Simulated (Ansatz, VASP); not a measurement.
## One calculation of Al2Cu, two programs

```
CELL_PARAMETERS angstrom
-2.99617 2.99617 2.41430
2.99617 -2.99617 2.41430
2.99617 2.99617 -2.41430
ATOMIC_POSITIONS crystal
Al 0.34066 0.15934 0.50000
Al 0.15934 0.65934 0.81868
Al 0.84066 0.34066 0.18132
Al 0.65934 0.84066 0.50000
Cu 0.75000 0.75000 0.00000
Cu 0.25000 0.25000 0.00000
```

Alike in both runs: functional PBEsol; k mesh 10 × 10 × 10; occupations gaussian, width 0.1 eV; no spin polarisation.

Ansatz relaxed the structure, and its values are those at the end. VASP's run is a single point on that final structure, the one shown.

|  | VASP | Ansatz |
| --- | --- | --- |
| version | VASP 6.6.1 | Ansatz 0.2.0 |
| potentials or method | VASP PAW PBE potentials, release 64 (Al, Cu), cutoff 520 eV | scalar-relativistic, plane waves, PAW |
| valence electrons in the cell | 34 | 50 |

|  | VASP | Ansatz | Ansatz less VASP |
| --- | --- | --- | --- |
| gap on the k mesh at the Fermi level (eV) | none | none | - |
| pressure (GPa) | 0.1 | 0.0 | -0.12 |

VASP's potentials were made for PBE, not for PBEsol, and Ansatz warns of the same on its side. A gap of «none» marks a metal or a gap that the smearing closes. The functional is the same, so the differences come from potentials, cutoffs and numerics. VASP's potentials hold 34 valence electrons a cell and Ansatz's 50, so a difference there can come from the potentials and not from the codes.
